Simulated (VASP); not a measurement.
# CaS4 (Pm-3m) in VASP: a series of runs

The runs below take CaS4 through relaxation of cell and atoms, with PBE.

Program: VASP 6.6.1. These are calculated values, not measurements. Logs are shortened: lines on timing, memory, paths and dates and some standing lists are left out, and cuts for length are marked.

## (1) The cell of the first run

Symmetry: Pm-3m, No. 221, cubic system. The conventional cell has a = 5.018 Å, b = 5.018 Å, c = 5.018 Å, α = 90.00°, β = 90.00°, γ = 90.00°. Ca (site symmetry m-3m) has 20 S at 3.55 to 4.35 Å within 4.7 Å. Within 3.3 Å of S (site symmetry 4/mmm) lie 2 S at 2.51 Å. Within 3.3 Å of S (site symmetry m-3m) lie 6 S at 2.51 Å.

The cell was generated, and may not be a known phase.

## (2) Relaxation of cell and atoms, PBE

INCAR reads:

```
PREC     = Accurate       # precision mode
ENCUT    = 600            # plane-wave cutoff, eV
EDIFF    = 1E-6           # SCF threshold, eV
ISMEAR   = 0              # smearing method
SIGMA    = 0.1            # smearing width, eV
LREAL    = F              # projectors in reciprocal space
LASPH    = T              # aspherical terms in the spheres
NELM     = 100            # most SCF steps
ALGO     = Normal         # electronic algorithm
ISIF     = 3              # what is computed and relaxed
LWAVE    = F              # write WAVECAR
LCHARG   = F              # write CHGCAR
GGA      = PE             # functional
IBRION   = 2              # ionic algorithm
NSW      = 90             # ionic steps
EDIFFG   = -0.04          # ionic threshold
```

KPOINTS reads:

```
Automatic mesh
0
Gamma
  4 4 4
```

POSCAR reads:

```
CaS4
1.0
    5.0183870700      0.0000000000      0.0000000000
    0.0000000000      5.0183870700      0.0000000000
    0.0000000000      0.0000000000      5.0183870700
Ca S
1 4
Direct
    0.5000000000      0.5000000000      0.5000000000
    0.5000000000      0.0000000000      0.0000000000
    0.0000000000      0.5000000000      0.0000000000
    0.0000000000      0.0000000000      0.5000000000
    0.0000000000      0.0000000000      0.0000000000
```

Potentials or basis: VASP PAW PBE potentials, release 64 (Ca_sv, S).

On the command line:

```bash
> cat potpaw_PBE.64/Ca_sv/POTCAR potpaw_PBE.64/S/POTCAR > POTCAR
> mpirun -np 1 vasp_std > vasp.out
```

OUTCAR:

```text
PREC = Accurate
   ENCUT = 600
   EDIFF = 1E-6
   ISMEAR = 0
   LREAL = F
   LASPH = T
   NELM = 100
   ISIF = 3
   GGA = PE
   IBRION = 2
   NSW = 90
   EDIFFG = -0.04

 ion  position               nearest neighbor table
   1  0.500  0.500  0.500-
   2  0.500  0.000  0.000-   5 2.51   5 2.51
   3  0.000  0.500  0.000-   5 2.51   5 2.51
   4  0.000  0.000  0.500-   5 2.51   5 2.51
   5  0.000  0.000  0.000-   2 2.51   3 2.51   4 2.51   4 2.51   3 2.51   2 2.51

  LATTYP: Found a simple cubic cell.
 ALAT       =     5.0183870700

  Lattice vectors:

 A1 = (   5.0183870700,   0.0000000000,   0.0000000000)
 A2 = (   0.0000000000,   5.0183870700,   0.0000000000)
 A3 = (   0.0000000000,   0.0000000000,   5.0183870700)

Analysis of symmetry for initial positions (statically):
=====================================================================
 Subroutine PRICEL returns:
 Original cell was already a primitive cell.

 Routine SETGRP: Setting up the symmetry group for a
 simple cubic supercell.

 Subroutine GETGRP returns: Found 48 space group operations
 (whereof 48 operations were pure point group operations)
 out of a pool of 48 trial point group operations.

The static configuration has the point symmetry O_h .

Analysis of symmetry for dynamics (positions and initial velocities):
=====================================================================
 Subroutine PRICEL returns:
 Original cell was already a primitive cell.

 Routine SETGRP: Setting up the symmetry group for a
 simple cubic supercell.

 Subroutine GETGRP returns: Found 48 space group operations
 (whereof 48 operations were pure point group operations)
 out of a pool of 48 trial point group operations.

The dynamic configuration has the point symmetry O_h .

 Subroutine INISYM returns: Found 48 space group operations
 (whereof 48 operations are pure point group operations),
 and found     1 'primitive' translations

----------------------------------------------------------------------------------------

                                     Primitive cell

  volume of cell :     126.3841

  direct lattice vectors                    reciprocal lattice vectors
     5.018387070  0.000000000  0.000000000     0.199267212  0.000000000  0.000000000
     0.000000000  5.018387070  0.000000000     0.000000000  0.199267212  0.000000000
     0.000000000  0.000000000  5.018387070     0.000000000  0.000000000  0.199267212

[... 56 lines left out ...]
   k-points           NKPTS =     10   k-points in BZ     NKDIM =     10   number of bands    NBANDS=     21
   number of dos      NEDOS =    301   number of ions     NIONS =      5
   total plane-waves  NPLWV =  64000
   dimension x,y,z NGX =    40 NGY =   40 NGZ =   40
   dimension x,y,z NGXF=    80 NGYF=   80 NGZF=   80
   ions per type =               1   4
   NGX,Y,Z   is equivalent  to a cutoff of  13.25, 13.25, 13.25 a.u.
   NGXF,Y,Z  is equivalent  to a cutoff of  26.50, 26.50, 26.50 a.u.
 SYSTEM =  unknown system
   PREC   = accura    normal or accurate (medium, high low for compatibility)
   ISTART =      0    job   : 0-new  1-cont  2-samecut
   ICHARG =      2    charge: 1-file 2-atom 10-const
   ISPIN  =      1    spin polarized calculation?
   LNONCOLLINEAR =      F non collinear calculations
   LSORBIT =      F    spin-orbit coupling
   LASPH  =      T    aspherical Exc in radial PAW
   ENCUT  =  600.0 eV  44.10 Ry    6.64 a.u.  10.02 10.02 10.02*2*pi/ulx,y,z
   NELM   =    100;   NELMIN=  2; NELMDL= -5     # of ELM steps
   EDIFF  = 0.1E-05   stopping-criterion for ELM
   LREAL  =      F    real-space projection
   EDIFFG = -.4E-01   stopping-criterion for IOM
   NSW    =     90    number of steps for IOM
   IBRION =      2    ionic relax: 0-MD 1-quasi-New 2-CG
   NFREE  =      1    steps in history (QN), initial steepest desc. (CG)
   ISIF   =      3    stress and relaxation
   ISYM   =      2    0-nonsym 1-usesym 2-fastsym
   POTIM  = 0.5000    time-step for ionic-motion
   TEBEG  =    0.0;   TEEND  =   0.0 temperature during run
   PSTRESS=    0.0 pullay stress
   NELECT =      34.0000    total number of electrons
   NUPDOWN=      -1.0000    fix difference up-down
   EMIN   =  10.00;   EMAX   =-10.00  energy-range for DOS
   EFERMI =   0.00;   METHOD = LEGACY
   ISMEAR =     0;   SIGMA  =   0.10  broadening in eV -4-tet -1-fermi 0-gaus
   EFERMI_NEDOS =   21; number of points for ismear=-14 and -15
   IALGO  =     38    algorithm
   IMIX   =      4    mixing-type and parameters
     AMIX     =   0.40;   BMIX     =  1.00
     AMIX_MAG =   1.60;   BMIX_MAG =  1.00
  volume/ion in A,a.u.               =      25.28       170.58
  Fermi-wavevector in a.u.,A,eV,Ry     =   1.056826  1.997112 15.196102  1.116882
  Thomas-Fermi vector in A             =   2.192077
   LORBIT       =      0    0 simple, 1 ext, 2 COOP (PROOUT), +10 PAW based schemes
   GGA     = PE    functional components
   LHFCALC =     F    Hartree Fock is set to
   AEXX    =    0.0000 exact exchange contribution
   IVDW    =     0    specifies the selected vdW correction
   LEPSILON=     F    determine dielectric tensor
   LRPA    =     F    only Hartree local field effects (RPA)
 conjugate gradient relaxation of ions
 non-spin polarized calculation
 Gauss-broadening in eV      SIGMA  =   0.10
  energy-cutoff  :      600.00
  volume of cell :      126.38
 maximum number of plane-waves:      4238
   NGX = 21   NGY = 21   NGZ = 21

--------------------------------------- Ionic step        1  -------------------------------------------

 number of electron      33.9999999 magnetization

 Free energy of the ion-electron system (eV)
  ---------------------------------------------------
  ext. energy  EPLUGINS =         0.00000000
  ---------------------------------------------------
  free energy    TOTEN  =       -19.28184069 eV

  energy without entropy =      -19.24650131  energy(sigma->0) =      -19.26417100

 E-fermi :   2.5940     XC(G=0):  -8.8267

 val. band max:        2.5620622136   @ k =   0.5000   0.2500   0.2500
 cond. band min:       2.6444343843   @ k =   0.5000   0.2500   0.0000
 fundamental gap:      0.0823721708
 Fermi energy:         2.5940006767

 k-point     1 :       0.0000    0.0000    0.0000
  band No.  band energies     occupation
      1     -39.1606      2.00000
      2     -20.0779      2.00000
      3     -20.0779      2.00000
      4     -20.0779      2.00000
      5     -11.9402      2.00000
      6      -8.2776      2.00000
[... 306 lines left out ...]
--------------------------------------- Ionic step        3  -------------------------------------------

 number of electron      34.0000008 magnetization

 Free energy of the ion-electron system (eV)
  ---------------------------------------------------
  ext. energy  EPLUGINS =         0.00000000
  ---------------------------------------------------
  free energy    TOTEN  =       -20.08061765 eV

  energy without entropy =      -20.04999096  energy(sigma->0) =      -20.06530431

 E-fermi :   4.6165     XC(G=0):  -9.7818

 val. band max:        4.5185913910   @ k =   0.5000   0.2500   0.2500
 cond. band min:       4.6327323755   @ k =   0.5000   0.5000   0.2500
 fundamental gap:      0.1141409845
 Fermi energy:         4.6165442309

 k-point     1 :       0.0000    0.0000    0.0000
  band No.  band energies     occupation
      1     -36.3660      2.00000
      2     -17.3172      2.00000
      3     -17.3172      2.00000
      4     -17.3172      2.00000
      5     -11.6518      2.00000
      6      -6.6536      2.00000
[... 261 lines left out ...]
  FREE ENERGIE OF THE ION-ELECTRON SYSTEM (eV)
  ---------------------------------------------------
  free  energy   TOTEN  =       -20.0806176460 eV

  energy  without entropy=      -20.0499909649  energy(sigma->0) =      -20.06530431

 reached required accuracy - stopping structural energy minimisation
```

OSZICAR:

```text
N       E                     dE             d eps       ncg     rms          rms(c)
DAV:   1     0.257911069071E+03    0.25791E+03   -0.16488E+04   420   0.158E+03
DAV:   2     0.155771186556E+01   -0.25635E+03   -0.25006E+03   539   0.337E+02
DAV:   3    -0.190286095589E+02   -0.20586E+02   -0.20281E+02   676   0.816E+01
[... 28 lines left out ...]
DAV:   3    -0.200795447868E+02    0.25274E-01   -0.77701E-02   557   0.172E+00    0.283E-01
DAV:   4    -0.200801450535E+02   -0.60027E-03   -0.66918E-03   646   0.323E-01    0.195E-01
DAV:   5    -0.200805004948E+02   -0.35544E-03   -0.40631E-04   724   0.103E-01    0.807E-02
DAV:   6    -0.200806169221E+02   -0.11643E-03   -0.21945E-04   703   0.574E-02    0.110E-02
DAV:   7    -0.200806176460E+02   -0.72391E-06   -0.67147E-06   482   0.140E-02
   3 F= -.20080618E+02 E0= -.20065304E+02  d E =-.798777E+00
```

It took 74 s on 1 thread of Intel Xeon Platinum 8259CL at 2.50GHz (Skylake/Cascade Lake), shared host; peak memory 0.25 GiB.

What came out:

```
Free energy                           : -20.0806 eV
Relaxed volume                        : 20.24 Å³/atom
Relaxed cell                          : a = 4.660 Å, b = 4.660 Å, c = 4.660 Å, α = 90.00°, β = 90.00°, γ = 90.00°
Space group after relaxing (to 0.1 Å) : Pm-3m (No. 221)
Energy gained by relaxing             : 159.8 meV/atom
Ionic steps                           : 3
Pressure after relaxing               : -0.1 GPa
Band gap on the k mesh                : zero (bands 17 and 18 overlap by 1.21 eV)
```

The path:
| step | energy change (eV) | largest force (eV/Å) | pressure (GPa) | volume (Å³) |
| --- | --- | --- | --- | --- |
| 1 | 0.0000 | 0.0000 | -8.25 | 126.38 |
| 2 | -0.7834 | 0.0000 | -1.65 | 104.03 |
| 3 | -0.7988 | 0.0000 | -0.07 | 101.22 |

Final structure:
```
Ca S
1.0
     4.66037    0.00000    0.00000
     0.00000    4.66037    0.00000
     0.00000    0.00000    4.66037
Ca S
1 4
Direct
  0.50000 0.50000 0.50000
  0.50000 0.00000 0.00000
  0.00000 0.50000 0.00000
  0.00000 0.00000 0.50000
  0.00000 0.00000 0.00000
```

Levels at points of the mesh, in eV from the Fermi level:
```tsv
k point	band 13	band 14	band 15	band 16	band 17	band 18	band 19	band 20	band 21
(0.00, 0.00, 0.00)	-0.91	-0.91	-0.90	-0.90	-0.90	3.06	3.06	3.32	3.33
(0.50, 0.00, 0.00)	-1.99	-1.79	-1.08	-1.08	-0.63	-0.60	3.87	4.42	4.72
(0.50, 0.50, 0.00)	-2.14	-2.14	-1.46	-0.53	-0.53	0.24	0.47	4.09	4.63
(0.50, 0.50, 0.50)	-1.42	-1.10	-1.10	-1.10	0.61	0.61	0.61	1.47	2.91
```

Caveat: the volume moved by over 15 % at a fixed basis, so the end points are rough.

## (3) Relaxation of cell and atoms, PBE

This run uses another cell than the first one, of 20.35 Å³/atom.

INCAR reads:

```
SYSTEM = CaS4
ALGO = Normal
EDIFF = 1E-7
EDIFFG = -0.01
ENCUT = 600
GGA = PE
IBRION = 2
ISIF = 3
ISMEAR = 0
LASPH = .TRUE.
LCHARG = .FALSE.
LREAL = .FALSE.
LWAVE = .FALSE.
NELM = 100
NSW = 100
PREC = Accurate
SIGMA = 0.1
```

KPOINTS reads:

```
k-points
0
G
  8 8 8
  0 0 0
```

Edit POSCAR of step 2 so:

```diff
@@ -2,5 +2,5 @@
 1.0
-    5.0183870700      0.0000000000      0.0000000000
-    0.0000000000      5.0183870700      0.0000000000
-    0.0000000000      0.0000000000      5.0183870700
+    4.6682261040      0.0000000000      0.0000000000
+    0.0000000000      4.6682261040      0.0000000000
+    0.0000000000      0.0000000000      4.6682261040
 Ca S
```

Potentials or basis: VASP PAW PBE potentials, release 64 (Ca_sv, S).

On the command line:

```bash
> cat potpaw_PBE.64/Ca_sv/POTCAR potpaw_PBE.64/S/POTCAR > POTCAR
> mpirun -np 1 vasp_std > vasp.out
```

It took 3 min on 1 thread of Intel Xeon Platinum 8259CL at 2.50GHz (Skylake/Cascade Lake), shared host; peak memory 0.3 GiB.

Results (log left out):

```yaml
Free_energy: -20.2525 eV
Relaxed_volume: 20.01 Å³/atom
Relaxed_cell: a = 4.643 Å, b = 4.643 Å, c = 4.643 Å, α = 90.00°, β = 90.00°, γ = 90.00°
Space_group_after_relaxing_to_0.1_Å: Pm-3m (No. 221)
Energy_gained_by_relaxing: 1.0 meV/atom
Ionic_steps: 3
Pressure_after_relaxing: 0.0 GPa
Band_gap_on_the_k_mesh: zero (bands 17 and 18 overlap by 1.37 eV)
```

Step by step:
```
step  energy change (eV)  largest force (eV/Å)  pressure (GPa)  volume (Å³)
   1              0.0000                0.0000           -0.99       101.73
   2             -0.0052                0.0000            0.11        99.89
   3             -0.0052                0.0000            0.00       100.07
```

Final structure:
```yaml
crystal:
  lattice:
    - [4.64265, 0.00000, 0.00000]
    - [0.00000, 4.64265, 0.00000]
    - [0.00000, 0.00000, 4.64265]
  atoms:
    - { symbol: Ca, position: [0.50000, 0.50000, 0.50000] }
    - { symbol: S, position: [0.50000, 0.00000, 0.00000] }
    - { symbol: S, position: [0.00000, 0.50000, 0.00000] }
    - { symbol: S, position: [0.00000, 0.00000, 0.50000] }
    - { symbol: S, position: [0.00000, 0.00000, 0.00000] }
```

Levels at points of the mesh, in eV from the Fermi level:
```tsv
k point	band 13	band 14	band 15	band 16	band 17	band 18	band 19	band 20	band 21
(0.00, 0.00, 0.00)	-1.08	-1.08	-1.04	-1.04	-1.04	2.98	2.98	3.19	3.19
(0.50, 0.00, 0.00)	-2.16	-1.94	-1.24	-1.24	-0.89	-0.88	3.82	4.39	4.69
(0.50, 0.50, 0.00)	-2.31	-2.31	-1.73	-0.81	-0.81	0.01	0.35	4.05	4.60
(0.50, 0.50, 0.50)	-1.69	-1.42	-1.42	-1.42	0.50	0.50	0.50	1.28	2.82
```

The gap in the log of VASP goes by the Fermi energy; the results here count the filled bands.